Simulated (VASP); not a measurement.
# W (I4/mmm) in VASP: further runs

The runs below take W through single point, with PBEsol.

All numbers are computed with VASP 6.6.1; they aren't measurements. Logs are shortened: lines on timing, memory, paths and dates and some standing lists are left out, and cuts for length are marked.

## Step 1: The cell of the first run

It takes space group I4/mmm (No. 139, tetragonal). Conventional cell: a = 2.780 Å, b = 2.780 Å, c = 4.247 Å, α = 90.00°, β = 90.00°, γ = 90.00°. Within 3.7 Å of W (site symmetry 4/mmm) lie 12 W at 2.78 to 2.89 Å.

## Step 2: Single point, PBEsol (16.41 Å³/atom)

INCAR

```
SYSTEM = W
PREC = Accurate ; ENCUT = 500
EDIFF = 1E-6 ; ISMEAR = 0
SIGMA = 0.15 ; LREAL = .False.
LASPH = .True. ; NELM = 120
ALGO = Normal ; ISIF = 2
LWAVE = .False. ; LCHARG = .False.
GGA = PS ; NBANDS = 13
GGA_COMPAT = .False.
```

KPOINTS

```
Automatic mesh
0
Gamma
  22 22 22
  0 0 0
```

POSCAR

```
W
1.0
    0.0000000000      1.9654739297      2.1233014863
    1.9654739297      0.0000000000      2.1233014863
    1.9654739297      1.9654739297      0.0000000000
W
1
Direct
    0.0000000000      0.0000000000      0.0000000000
```

Potentials or basis: VASP PAW PBE potentials, release 64 (W_sv).

Command:

```console
> cat potpaw_PBE.64/W_sv/POTCAR > POTCAR
> mpirun -np 1 vasp_std > vasp.out
```

OUTCAR:

```text
SYSTEM = W
   PREC = Accurate
   ENCUT = 500
   EDIFF = 1E-6
   ISMEAR = 0
   LREAL = .False.
   LASPH = .True.
   NELM = 120
   ISIF = 2
   GGA = PS

 ion  position               nearest neighbor table
   1  0.000  0.000  0.000-

  LATTYP: Found a body centered tetragonal cell.
 ALAT       =     2.7795998879
 C/A-ratio  =     1.5277749115

  Lattice vectors:

 A1 = (  -1.9654739297,   0.0000000000,   2.1233014863)
 A2 = (   1.9654739297,   0.0000000000,   2.1233014863)
 A3 = (   0.0000000000,   1.9654739297,  -2.1233014863)

Analysis of symmetry for initial positions (statically):
=====================================================================
 Subroutine PRICEL returns:
 Original cell was already a primitive cell.

 Routine SETGRP: Setting up the symmetry group for a
 body centered tetragonal supercell.

 Subroutine GETGRP returns: Found 16 space group operations
 (whereof 16 operations were pure point group operations)
 out of a pool of 16 trial point group operations.

The static configuration has the point symmetry D_4h.

Analysis of symmetry for dynamics (positions and initial velocities):
=====================================================================
 Subroutine PRICEL returns:
 Original cell was already a primitive cell.

 Routine SETGRP: Setting up the symmetry group for a
 body centered tetragonal supercell.

 Subroutine GETGRP returns: Found 16 space group operations
 (whereof 16 operations were pure point group operations)
 out of a pool of 16 trial point group operations.

The dynamic configuration has the point symmetry D_4h.

 Subroutine INISYM returns: Found 16 space group operations
 (whereof 16 operations are pure point group operations),
 and found     1 'primitive' translations

----------------------------------------------------------------------------------------

                                     Primitive cell

  volume of cell :      16.4050

  direct lattice vectors                    reciprocal lattice vectors
     0.000000000  1.965473930  2.123301486    -0.254391571  0.254391571  0.235482339
     1.965473930  0.000000000  2.123301486     0.254391571 -0.254391571  0.235482339
     1.965473930  1.965473930  0.000000000     0.254391571  0.254391571 -0.235482339

  length of vectors
     2.893353931  2.893353931  2.779599888     0.429979156  0.429979156  0.429979156

  position of ions in fractional coordinates (direct lattice)
     0.000000000  0.000000000  0.000000000

  ion indices of the primitive-cell ions
   primitive index   ion index
                 1           1

----------------------------------------------------------------------------------------

 KPOINTS: Automatic mesh

Automatic generation of k-mesh.
 Grid dimensions read from file:
 generate k-points for:   22   22   22

 Generating k-lattice:

  Cartesian coordinates                     Fractional coordinates (reciprocal lattice)
    -0.011563253  0.011563253  0.010703743     0.045454545 -0.000000000  0.000000000
     0.011563253 -0.011563253  0.010703743    -0.000000000  0.045454545  0.000000000
     0.011563253  0.011563253 -0.010703743     0.000000000  0.000000000  0.045454545

  Length of vectors
     0.019544507  0.019544507  0.019544507

  Shift w.r.t. Gamma in fractional coordinates (k-lattice)
     0.000000000  0.000000000  0.000000000

 Subroutine IBZKPT returns following result:
 ===========================================

 Found    834 irreducible k-points:

 Following reciprocal coordinates:
            Coordinates               Weight
  0.000000  0.000000  0.000000      1.000000
  0.045455  0.000000  0.000000      8.000000
  0.090909  0.000000  0.000000      8.000000
  0.136364 -0.000000  0.000000      8.000000
  0.181818  0.000000  0.000000      8.000000
  0.227273  0.000000  0.000000      8.000000
[... 16 lines left out ...]
  0.500000  0.045455  0.000000      8.000000
 -0.454545  0.045455  0.000000      8.000000
 [... further k-points ...]
   k-points           NKPTS =    834   k-points in BZ     NKDIM =    834   number of bands    NBANDS=     13
   number of dos      NEDOS =    301   number of ions     NIONS =      1
   total plane-waves  NPLWV =  11520
   dimension x,y,z NGX =    24 NGY =   24 NGZ =   20
   dimension x,y,z NGXF=    48 NGYF=   48 NGZF=   40
   ions per type =               1
   NGX,Y,Z   is equivalent  to a cutoff of  13.79, 13.79, 11.96 a.u.
   NGXF,Y,Z  is equivalent  to a cutoff of  27.58, 27.58, 23.92 a.u.
 SYSTEM =  W
   PREC   = accura    normal or accurate (medium, high low for compatibility)
   ISTART =      0    job   : 0-new  1-cont  2-samecut
   ICHARG =      2    charge: 1-file 2-atom 10-const
   ISPIN  =      1    spin polarized calculation?
   LNONCOLLINEAR =      F non collinear calculations
   LSORBIT =      F    spin-orbit coupling
   LASPH  =      T    aspherical Exc in radial PAW
   ENCUT  =  500.0 eV  36.75 Ry    6.06 a.u.   5.28  5.28  5.07*2*pi/ulx,y,z
   NELM   =    120;   NELMIN=  2; NELMDL= -5     # of ELM steps
   EDIFF  = 0.1E-05   stopping-criterion for ELM
   LREAL  =      F    real-space projection
   EDIFFG = 0.1E-04   stopping-criterion for IOM
   NSW    =      0    number of steps for IOM
   IBRION =     -1    ionic relax: 0-MD 1-quasi-New 2-CG
   NFREE  =      0    steps in history (QN), initial steepest desc. (CG)
   ISIF   =      2    stress and relaxation
   ISYM   =      2    0-nonsym 1-usesym 2-fastsym
   POTIM  = 0.5000    time-step for ionic-motion
   TEBEG  =    0.0;   TEEND  =   0.0 temperature during run
   PSTRESS=    0.0 pullay stress
   NELECT =      14.0000    total number of electrons
   NUPDOWN=      -1.0000    fix difference up-down
   EMIN   =  10.00;   EMAX   =-10.00  energy-range for DOS
   EFERMI =   0.00;   METHOD = LEGACY
   ISMEAR =     0;   SIGMA  =   0.15  broadening in eV -4-tet -1-fermi 0-gaus
   EFERMI_NEDOS =   21; number of points for ismear=-14 and -15
   IALGO  =     38    algorithm
   IMIX   =      4    mixing-type and parameters
     AMIX     =   0.40;   BMIX     =  1.00
     AMIX_MAG =   1.60;   BMIX_MAG =  1.00
  volume/ion in A,a.u.               =      16.41       110.71
  Fermi-wavevector in a.u.,A,eV,Ry     =   1.552835  2.934433 32.807699  2.411298
  Thomas-Fermi vector in A             =   2.657153
   LORBIT       =      0    0 simple, 1 ext, 2 COOP (PROOUT), +10 PAW based schemes
   GGA     = PS    functional components
   LHFCALC =     F    Hartree Fock is set to
   AEXX    =    0.0000 exact exchange contribution
   IVDW    =     0    specifies the selected vdW correction
   LEPSILON=     F    determine dielectric tensor
   LRPA    =     F    only Hartree local field effects (RPA)
 non-spin polarized calculation
 Gauss-broadening in eV      SIGMA  =   0.15
  energy-cutoff  :      500.00
  volume of cell :       16.41
 maximum number of plane-waves:       431
 NGX is ok and might be reduce to    24
   NGX = 11   NGY = 11   NGZ = 11

 number of electron      14.0000001 magnetization

 Free energy of the ion-electron system (eV)
  ---------------------------------------------------
  ext. energy  EPLUGINS =         0.00000000
  ---------------------------------------------------
  free energy    TOTEN  =       -13.35285881 eV

  energy without entropy =      -13.34160801  energy(sigma->0) =      -13.34723341

 E-fermi :  10.4605     XC(G=0): -13.5590

 val. band max:       10.4581979108   @ k =  -0.4091  -0.0000   0.0909
 cond. band min:      10.4619044528   @ k =   0.3182   0.0455   0.0909
 fundamental gap:      0.0037065420
 Fermi energy:        10.4604872817

 k-point     1 :       0.0000    0.0000    0.0000
  band No.  band energies     occupation
      1     -63.3245      2.00000
      2     -26.9989      2.00000
      3     -26.9184      2.00000
      4     -26.9184      2.00000
      5       1.3190      2.00000
      6       9.0893      2.00000
      7      10.1554      1.99597
      8      10.1554      1.99597
      9      12.0149      0.00000
     10      13.6235      0.00000
     11      23.2446      0.00000
     12      26.7991      0.00000
     13      29.1962      0.00000

 k-point     2 :       0.0455    0.0000    0.0000
  band No.  band energies     occupation
      1     -63.3223      2.00000
      2     -27.0094      2.00000
      3     -26.9376      2.00000
      4     -26.9203      2.00000
      5       1.4108      2.00000
      6       9.1073      2.00000
      7      10.1044      1.99921
      8      10.1991      1.98629
      9      11.9920      0.00000
     10      13.5675      0.00000
     11      23.4303      0.00000
     12      26.8453      0.00000
     13      28.8389      0.00000

 k-point     3 :       0.0909    0.0000    0.0000
  band No.  band energies     occupation
      1     -63.3159      2.00000
      2     -27.0564      2.00000
      3     -26.9769      2.00000
      4     -26.9259      2.00000
      5       1.6796      2.00000
      6       9.1302      2.00000
      7       9.9864      1.99999
      8      10.3221      1.80799
      9      11.9485      0.00000
     10      13.4180      0.00000
     11      23.9474      0.00000
     12      26.7159      0.00000
     13      28.4847      0.00000
[... 305 lines left out ...]
 k-point    23 :       0.5000    0.0455    0.0000
  band No.  band energies     occupation
      1     -63.2158      2.00000
      2     -28.0939      2.00000
      3     -27.2016      2.00000
      4     -27.0160      2.00000
      5       4.7915      2.00000
      6       8.8987      2.00000
      7      10.1814      1.99150
      8      10.8553      0.00020
      9      15.0700      0.00000
     10      15.7199      0.00000
     11      20.6059      0.00000
     12      22.8789      0.00000
     13      28.8371      0.00000

 k-point    24 :      -0.4545    0.0455    0.0000
  band No.  band energies     occupation
      1     -63.2160      2.00000
      2     -28.0923      2.00000
      3     -27.2033      2.00000
      4     -27.0112      2.00000
      5       4.7919      2.00000
      6       8.9425      2.00000
      7      10.1731      1.99327
      8      10.7562      0.00530
      9      14.9161      0.00000
     10      15.8439      0.00000
     11      20.6714      0.00000
     12      22.9778      0.00000
     13      28.6248      0.00000

 [... further k-points ...]

------------------------ aborting loop because EDIFF is reached ----------------------------------------

  FORCE on cell =-STRESS in cart. coord.  units (eV):
  Direction    XX          YY          ZZ          XY          YZ          ZX
  --------------------------------------------------------------------------------------
  -------------------------------------------------------------------------------------
  Total       -1.1398055     -1.1398055      0.1091532      0.0000000      0.0000000      0.0000000
  in kB     -111.3179273   -111.3179273     10.6603310      0.0000000      0.0000000      0.0000000
  external PRESSURE =     -70.6585079 kB  Pullay stress =       0.0000000 kB

 VOLUME and BASIS-vectors are now :
 -----------------------------------------------------------------------------
  energy-cutoff  :      500.00
  volume of cell :       16.41
      direct lattice vectors                 reciprocal lattice vectors
     0.000000000  1.965473930  2.123301486    -0.254391571  0.254391571  0.235482339
     1.965473930  0.000000000  2.123301486     0.254391571 -0.254391571  0.235482339
     1.965473930  1.965473930  0.000000000     0.254391571  0.254391571 -0.235482339

 POSITION                                       TOTAL-FORCE (eV/Angst)
 -----------------------------------------------------------------------------------
      0.00000      0.00000      0.00000         0.000000      0.000000      0.000000
 -----------------------------------------------------------------------------------
    total drift:                               -0.000000      0.000000      0.000000

  FREE ENERGIE OF THE ION-ELECTRON SYSTEM (eV)
  ---------------------------------------------------
  free  energy   TOTEN  =       -13.3528588133 eV

  energy  without entropy=      -13.3416080101  energy(sigma->0) =      -13.34723341
```

Wall time 2 min (1 thread of Intel Xeon Platinum 8259CL at 2.50GHz (Skylake/Cascade Lake), shared host); peak memory 0.27 GiB.

Results:

```
Free energy            : -13.3529 eV
Pressure               : -7.1 GPa
Band gap on the k mesh : zero (bands 7 and 8 overlap by 3.97 eV)
```

Caveat: the cell stands under tension; the PAW data sets were made with another functional, which shifts forces and pressure a little; spin-orbit coupling is left out, which moves the levels of the heavy elements.

## Step 3: Single point, PBEsol (16.83 Å³/atom)

This run uses another cell than the first one, of 16.83 Å³/atom.

INCAR

```
PREC = Accurate ; ENCUT = 500
EDIFF = 1E-6 ; ISMEAR = 0
SIGMA = 0.15 ; LREAL = False
LASPH = True ; NELM = 120
ALGO = Normal ; ISIF = 2
LWAVE = False ; LCHARG = True
GGA = PS ; LELF = True
LVHAR = True ; NBANDS = 13
GGA_COMPAT = False
```

KPOINTS

```
regular mesh
0
Gamma
  22 22 22
```

POSCAR

```
W
1.0
    0.0000000000      1.9823416969      2.1415237351
    1.9823416969      0.0000000000      2.1415237351
    1.9823416969      1.9823416969      0.0000000000
W
1
Direct
    0.0000000000      0.0000000000      0.0000000000
```

Potentials or basis: VASP PAW PBE potentials, release 64 (W_sv).

Command:

```console
> cat potpaw_PBE.64/W_sv/POTCAR > POTCAR
> mpirun -np 1 vasp_std > vasp.out
```

Run time: 2.2 min. Hardware: 1 thread of Intel Xeon 8259CL, shared host; peak memory 0.27 GiB.

Results (log left out):

- Free energy: -13.3252 eV
- Pressure: -13.8 GPa
- Band gap on the k mesh: zero (bands 7 and 8 overlap by 3.80 eV)

Stress tensor (GPa, compression positive):
```
-17.76   0.00   0.00
  0.00 -17.76   0.00
  0.00   0.00  -5.87
```

Levels at points of the mesh, in eV from the Fermi level:
```csv
k point,band 5,band 6,band 7,band 8,band 9,band 10
"(0.00, 0.00, 0.00)",-9.00,-1.32,-0.28,-0.28,1.50,3.05
"(0.50, 0.00, 0.00)",-5.61,-1.41,-0.32,0.46,4.43,4.98
"(0.50, 0.50, 0.00)",-5.53,-4.39,1.84,4.81,5.36,5.36
"(0.50, 0.00, 0.50)",-5.43,-4.51,3.31,4.49,4.80,6.07
```

Caveat: the cell stands under tension; the PAW data sets were made with another functional, which shifts forces and pressure a little; spin-orbit coupling is left out, which moves the levels of the heavy elements.
